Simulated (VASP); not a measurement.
# InSe (C2/m) in VASP: a series of runs

The runs below take InSe through single point, relaxation of cell and atoms, with r2SCAN50, PBEsol.

All numbers are computed with VASP 6.6.1; they aren't measurements. Logs are shortened: lines on timing, memory, paths and dates and some standing lists are left out, and cuts for length are marked.

**1. The cell of the first run**

Symmetry: C2/m, No. 12, monoclinic system. The conventional cell has a = 11.653 Å, b = 4.109 Å, c = 5.073 Å, α = 90.00°, β = 109.86°, γ = 90.00°. In (site symmetry m) has 3 Se at 2.68 to 2.69 Å and 1 In at 2.80 Å within 3.5 Å. Within 4.2 Å of Se (site symmetry m) lie 7 In at 2.68 to 4.18 Å and 7 Se at 3.55 to 4.11 Å.

**2. Single point, r2SCAN50**

Input file POSCAR:

```
InSe
1.0
    5.8263928781     -2.0546489550      0.0000000000
    5.8263928781      2.0546489550      0.0000000000
   -1.7232330140      0.0000000000      4.7713478577
In Se
2 2
Direct
    0.8882032500      0.8882032500      0.0468413600
    0.1117967500      0.1117967500      0.9531586400
    0.6609275900      0.6609275900      0.6689556200
    0.3390724100      0.3390724100      0.3310443800
```

Input file INCAR.step1:

```
SYSTEM = InSe
ALGO = Normal
EDIFF = 1E-5
ENCUT = 520
GGA = PE
ISIF = 2
ISMEAR = -1
LASPH = .True.
LCHARG = .False.
LREAL = .False.
LUSENCCL = .False.
LWAVE = .True.
NBANDS = 27
NELM = 60
PREC = Accurate
SIGMA = 0.05
```

Input file INCAR.step2:

```
SYSTEM = InSe
AEXX = 0.5
ALGO = Normal
EDIFF = 1E-6
ENCUT = 520
ISIF = 2
ISMEAR = -1
ISTART = 1
LASPH = .True.
LCHARG = .False.
LHFCALC = .True.
LMIXTAU = .True.
LREAL = .False.
LUSENCCL = .False.
LWAVE = .False.
METAGGA = R2SCAN
NBANDS = 27
NELM = 60
PREC = Accurate
PRECFOCK = Normal
SIGMA = 0.05
```

Input file KPOINTS:

```
k-points
0
Gamma
  4 4 3
  0 0 0
```

Potentials or basis: VASP PAW PBE potentials, release 64 (In_d, Se).

On the command line:

```console
> cat potpaw_PBE.64/In_d/POTCAR potpaw_PBE.64/Se/POTCAR > POTCAR
> cp INCAR.step1 INCAR
> mpirun -np 1 vasp_std > vasp.out
> cp INCAR.step2 INCAR
> mpirun -np 1 vasp_std > vasp.out
```

OUTCAR:

```text
SYSTEM = InSe
   AEXX = 0.5
   EDIFF = 1E-6
   ENCUT = 520
   ISIF = 2
   ISMEAR = -1
   ISTART = 1
   LASPH = .True.
   LHFCALC = .True.
   LREAL = .False.
   METAGGA = R2SCAN
   NELM = 60
   PREC = Accurate
   PRECFOCK = Normal

 ion  position               nearest neighbor table
   1  0.888  0.888  0.047-   4 2.68   4 2.68   3 2.69   2 2.80   2 3.71   2 3.71
   2  0.112  0.112  0.953-   3 2.68   3 2.68   4 2.69   1 2.80   1 3.71   1 3.71
   3  0.661  0.661  0.669-   2 2.68   2 2.68   1 2.69
   4  0.339  0.339  0.331-   1 2.68   1 2.68   2 2.69

  LATTYP: Found a base centered monoclinic cell.
 ALAT       =    11.6527857562
 B/A-ratio  =     0.3526451096
 C/A-ratio  =     0.4353462338
 COS(beta)  =    -0.3396874117

  Lattice vectors:

 A1 = (   5.8263928781,  -2.0546489550,   0.0000000000)
 A2 = (   5.8263928781,   2.0546489550,   0.0000000000)
 A3 = (  -1.7232330140,   0.0000000000,   4.7713478577)

Analysis of symmetry for initial positions (statically):
=====================================================================
 Subroutine PRICEL returns:
 Original cell was already a primitive cell.

 Routine SETGRP: Setting up the symmetry group for a
 base centered monoclinic supercell.

 Subroutine GETGRP returns: Found  4 space group operations
 (whereof  4 operations were pure point group operations)
 out of a pool of  4 trial point group operations.

The static configuration has the point symmetry C_2h.

Analysis of symmetry for dynamics (positions and initial velocities):
=====================================================================
 Subroutine PRICEL returns:
 Original cell was already a primitive cell.

 Routine SETGRP: Setting up the symmetry group for a
 base centered monoclinic supercell.

 Subroutine GETGRP returns: Found  4 space group operations
 (whereof  4 operations were pure point group operations)
 out of a pool of  4 trial point group operations.

The dynamic configuration has the point symmetry C_2h.

 Subroutine INISYM returns: Found  4 space group operations
 (whereof  4 operations are pure point group operations),
 and found     1 'primitive' translations

----------------------------------------------------------------------------------------

                                     Primitive cell

  volume of cell :     114.2374

  direct lattice vectors                    reciprocal lattice vectors
     5.826392878 -2.054648955  0.000000000     0.085816389 -0.243350573  0.030993681
     5.826392878  2.054648955  0.000000000     0.085816389  0.243350573  0.030993681
    -1.723233014  0.000000000  4.771347858    -0.000000000  0.000000000  0.209584384

  length of vectors
     6.178060885  6.178060885  5.072996393     0.259893367  0.259893367  0.209584384

  position of ions in fractional coordinates (direct lattice)
     0.888203250  0.888203250  0.046841360
     0.111796750  0.111796750  0.953158640
     0.660927590  0.660927590  0.668955620
     0.339072410  0.339072410  0.331044380

  ion indices of the primitive-cell ions
   primitive index   ion index
                 1           1
                 2           2
                 3           3
                 4           4

----------------------------------------------------------------------------------------

 KPOINTS: k-points

Automatic generation of k-mesh.
 Grid dimensions read from file:
 generate k-points for:    4    4    3

 Generating k-lattice:

  Cartesian coordinates                     Fractional coordinates (reciprocal lattice)
     0.021454097 -0.060837643  0.007748420     0.250000000  0.000000000  0.000000000
     0.021454097  0.060837643  0.007748420     0.000000000  0.250000000  0.000000000
    -0.000000000  0.000000000  0.069861461     0.000000000  0.000000000  0.333333333

  Length of vectors
     0.064973342  0.064973342  0.069861461

  Shift w.r.t. Gamma in fractional coordinates (k-lattice)
     0.000000000  0.000000000  0.000000000

 Subroutine IBZKPT returns following result:
 ===========================================

 Found     17 irreducible k-points:

 Following reciprocal coordinates:
            Coordinates               Weight
  0.000000  0.000000  0.000000      1.000000
  0.250000  0.000000  0.000000      4.000000
  0.500000  0.000000  0.000000      2.000000
  0.250000  0.250000  0.000000      2.000000
  0.500000  0.250000  0.000000      4.000000
 -0.250000  0.250000  0.000000      2.000000
[... 9 lines left out ...]
 -0.250000  0.500000  0.333333      4.000000
 -0.250000 -0.250000  0.333333      2.000000
   k-points           NKPTS =     17   k-points in BZ     NKDIM =     48   number of bands    NBANDS=     27
   number of dos      NEDOS =    301   number of ions     NIONS =      4
   total plane-waves  NPLWV =  92160
   dimension x,y,z NGX =    48 NGY =   48 NGZ =   40
   dimension x,y,z NGXF=    96 NGYF=   96 NGZF=   80
   ions per type =               2   2
   NGX,Y,Z   is equivalent  to a cutoff of  12.92, 12.92, 13.11 a.u.
   NGXF,Y,Z  is equivalent  to a cutoff of  25.83, 25.83, 26.22 a.u.
 SYSTEM =  InSe
   PREC   = accura    normal or accurate (medium, high low for compatibility)
   ISTART =      1    job   : 0-new  1-cont  2-samecut
   ICHARG =      0    charge: 1-file 2-atom 10-const
   ISPIN  =      1    spin polarized calculation?
   LNONCOLLINEAR =      F non collinear calculations
   LSORBIT =      F    spin-orbit coupling
   LASPH  =      T    aspherical Exc in radial PAW
   ENCUT  =  520.0 eV  38.22 Ry    6.18 a.u.  11.49 11.49  9.43*2*pi/ulx,y,z
   NELM   =     60;   NELMIN=  2; NELMDL=  0     # of ELM steps
   EDIFF  = 0.1E-05   stopping-criterion for ELM
   LREAL  =      F    real-space projection
   EDIFFG = 0.1E-04   stopping-criterion for IOM
   NSW    =      0    number of steps for IOM
   IBRION =     -1    ionic relax: 0-MD 1-quasi-New 2-CG
   NFREE  =      0    steps in history (QN), initial steepest desc. (CG)
   ISIF   =      2    stress and relaxation
   ISYM   =      3    0-nonsym 1-usesym 2-fastsym
   POTIM  = 0.5000    time-step for ionic-motion
   TEBEG  =    0.0;   TEEND  =   0.0 temperature during run
   PSTRESS=    0.0 pullay stress
   NELECT =      38.0000    total number of electrons
   NUPDOWN=      -1.0000    fix difference up-down
   EMIN   =  10.00;   EMAX   =-10.00  energy-range for DOS
   EFERMI =   0.00;   METHOD = LEGACY
   ISMEAR =    -1;   SIGMA  =   0.05  broadening in eV -4-tet -1-fermi 0-gaus
   EFERMI_NEDOS =   21; number of points for ismear=-14 and -15
   IALGO  =     38    algorithm
   IMIX   =      1    mixing-type and parameters
     AMIX     =   0.40;   BMIX     =  1.00
     AMIX_MAG =   1.60;   BMIX_MAG =  1.00
  volume/ion in A,a.u.               =      28.56       192.73
  Fermi-wavevector in a.u.,A,eV,Ry     =   1.134314  2.143542 17.506177  1.286668
  Thomas-Fermi vector in A             =   2.271018
   LORBIT       =      0    0 simple, 1 ext, 2 COOP (PROOUT), +10 PAW based schemes
   METAGGA = R2SCAN    functional components
   LHFCALC =     T    Hartree Fock is set to
   PRECFOCK=normal    Normal, Fast or Accurate (Low or Medium for compatibility)
   ENCUT4O =  -1.0   cutoff for four orbital integrals eV
   NKREDX  =     1    reduce k-point grid by
   NKREDY  =     1    reduce k-point grid by
   NKREDZ  =     1    reduce k-point grid by
   AEXX    =    0.5000 exact exchange contribution
   HFSCREEN=    0.0000 screening length (either q_TF or 0.3 A-1)
   HFSCREENC=   0.0000 screening length for correlation (either q_TF or 0.3 A-1)
   ENCUTFOCK=  -1.0 apply spherical cutoff to Coloumb kernel
   IVDW    =     0    specifies the selected vdW correction
   LEPSILON=     F    determine dielectric tensor
   LRPA    =     F    only Hartree local field effects (RPA)
 non-spin polarized calculation
  energy-cutoff  :      520.00
  volume of cell :      114.24
 maximum number of plane-waves:      3094
 NGX is ok and might be reduce to    48
  NGX = 36; NGY = 36; NGZ = 30

 number of electron      38.0000006 magnetization

 Free energy of the ion-electron system (eV)
  ---------------------------------------------------
  ext. energy  EPLUGINS =         0.00000000
  ---------------------------------------------------
  free energy    TOTEN  =       -55.60823102 eV

  energy without entropy =      -55.60823102  energy(sigma->0) =      -55.60823102

 E-fermi :   3.2641     XC(G=0):  -5.4318

 val. band max:        2.2418272098   @ k =   0.5000   0.5000   0.0000
 cond. band min:       6.5290937858   @ k =  -0.2500  -0.2500   0.3333
 fundamental gap:      4.2872665760
 Fermi energy:         3.2641070854

 k-point     1 :       0.0000    0.0000    0.0000
  band No.  band energies     occupation
      1     -16.0138      2.00000
      2     -15.9201      2.00000
      3     -15.7507      2.00000
      4     -15.7167      2.00000
      5     -15.6811      2.00000
      6     -15.6671      2.00000
[... 19 lines left out ...]
     26      12.6344      0.00000
     27      13.9678      0.00000

 k-point     2 :       0.2500    0.0000    0.0000
  band No.  band energies     occupation
      1     -15.9999      2.00000
      2     -15.9152      2.00000
      3     -15.8517      2.00000
      4     -15.7199      2.00000
      5     -15.6883      2.00000
      6     -15.6451      2.00000
[... 19 lines left out ...]
     26      12.8056      0.00000
     27      13.7510      0.00000

 k-point     3 :       0.5000    0.0000    0.0000
  band No.  band energies     occupation
      1     -16.0130      2.00000
      2     -15.9265      2.00000
      3     -15.8697      2.00000
      4     -15.7616      2.00000
      5     -15.6732      2.00000
      6     -15.6660      2.00000
[... 19 lines left out ...]
     26      12.4263      0.00000
     27      14.4918      0.00000

 k-point     4 :       0.2500    0.2500    0.0000
  band No.  band energies     occupation
      1     -15.9943      2.00000
      2     -15.9097      2.00000
      3     -15.7753      2.00000
      4     -15.7215      2.00000
      5     -15.6949      2.00000
      6     -15.6790      2.00000
[... 19 lines left out ...]
     26      12.5915      0.00000
     27      14.1305      0.00000

 k-point     5 :       0.5000    0.2500    0.0000
  band No.  band energies     occupation
      1     -16.0017      2.00000
      2     -15.8950      2.00000
      3     -15.8051      2.00000
      4     -15.7692      2.00000
      5     -15.7176      2.00000
      6     -15.6512      2.00000
[... 19 lines left out ...]
     26      11.9672      0.00000
     27      12.2613      0.00000

 k-point     6 :      -0.2500    0.2500    0.0000
  band No.  band energies     occupation
      1     -15.9961      2.00000
      2     -15.9404      2.00000
      3     -15.8940      2.00000
      4     -15.7392      2.00000
      5     -15.6806      2.00000
      6     -15.6542      2.00000
[... 234 lines left out ...]
      1     -15.9997      2.00000
      2     -15.9642      2.00000
      3     -15.8940      2.00000
      4     -15.7458      2.00000
      5     -15.6771      2.00000
      6     -15.6485      2.00000
[... 19 lines left out ...]
     26      13.2380      0.00000
     27      13.6897      0.00000

 k-point    15 :       0.5000    0.5000    0.3333
  band No.  band energies     occupation
      1     -15.9848      2.00000
      2     -15.8661      2.00000
      3     -15.8017      2.00000
      4     -15.7722      2.00000
      5     -15.7123      2.00000
      6     -15.6777      2.00000
[... 19 lines left out ...]
     26      12.0766      0.00000
     27      12.7690      0.00000

 k-point    16 :      -0.2500    0.5000    0.3333
  band No.  band energies     occupation
      1     -16.0043      2.00000
      2     -15.8980      2.00000
      3     -15.8280      2.00000
      4     -15.7678      2.00000
      5     -15.7191      2.00000
      6     -15.6500      2.00000
[... 19 lines left out ...]
     26      12.6285      0.00000
     27      13.5162      0.00000

 k-point    17 :      -0.2500   -0.2500    0.3333
  band No.  band energies     occupation
      1     -15.9970      2.00000
      2     -15.9119      2.00000
      3     -15.7773      2.00000
      4     -15.7183      2.00000
      5     -15.7012      2.00000
      6     -15.6811      2.00000
[... 19 lines left out ...]
     26      12.9965      0.00000
     27      13.8625      0.00000

------------------------ aborting loop because EDIFF is reached ----------------------------------------

  FORCE on cell =-STRESS in cart. coord.  units (eV):
  Direction    XX          YY          ZZ          XY          YZ          ZX
  --------------------------------------------------------------------------------------
  -------------------------------------------------------------------------------------
  Total       -2.1701889     -1.9047439     -1.7511321      0.0000000      0.0000000     -0.1358226
  in kB      -30.4368465    -26.7139859    -24.5595845      0.0000000      0.0000000     -1.9049083
  external PRESSURE =     -27.2368057 kB  Pullay stress =       0.0000000 kB

 VOLUME and BASIS-vectors are now :
 -----------------------------------------------------------------------------
  energy-cutoff  :      520.00
  volume of cell :      114.24
      direct lattice vectors                 reciprocal lattice vectors
     5.826392878 -2.054648955  0.000000000     0.085816389 -0.243350573  0.030993681
     5.826392878  2.054648955  0.000000000     0.085816389  0.243350573  0.030993681
    -1.723233014  0.000000000  4.771347858    -0.000000000  0.000000000  0.209584384

 POSITION                                       TOTAL-FORCE (eV/Angst)
 -----------------------------------------------------------------------------------
     10.26932      0.00000      0.22350        -0.226574      0.000000      0.050192
     -0.33977      0.00000      4.54785         0.226574      0.000000     -0.050192
      6.54888      0.00000      3.19182         0.045211      0.000000      0.487400
      3.38067      0.00000      1.57953        -0.045211      0.000000     -0.487400
 -----------------------------------------------------------------------------------
    total drift:                                0.000001      0.000001     -0.000000

  FREE ENERGIE OF THE ION-ELECTRON SYSTEM (eV)
  ---------------------------------------------------
  free  energy   TOTEN  =       -55.6082310152 eV

  energy  without entropy=      -55.6082310151  energy(sigma->0) =      -55.60823102
```

Wall time 22 min (1 × NVIDIA H100 80GB with 1 thread of Intel Xeon Platinum 8481C at 2.70GHz (Sapphire Rapids), shared host); peak memory 1.2 GiB.

Results:

```
Free energy            : -55.6082 eV
Pressure               : -2.7 GPa
Largest force          : 0.489 eV/Å
Band gap on the k mesh : 4.29 eV (least direct gap 4.38 eV)
```

Forces on the atoms (eV/Å):
```
In  -0.227  0.000  0.050
In   0.227  0.000 -0.050
Se   0.045  0.000  0.487
Se  -0.045  0.000 -0.487
```

Stress tensor (GPa, compression positive):
```
-3.04  0.00 -0.19
 0.00 -2.67  0.00
-0.19  0.00 -2.46
```

Caveat: the k points lie up to 0.44 Å⁻¹ apart; the PAW data sets were made with another functional, which shifts forces and pressure a little; spin-orbit coupling is left out, which moves the levels of the heavy elements. A k mesh can miss the band edges.

[end of part 1 of 2]
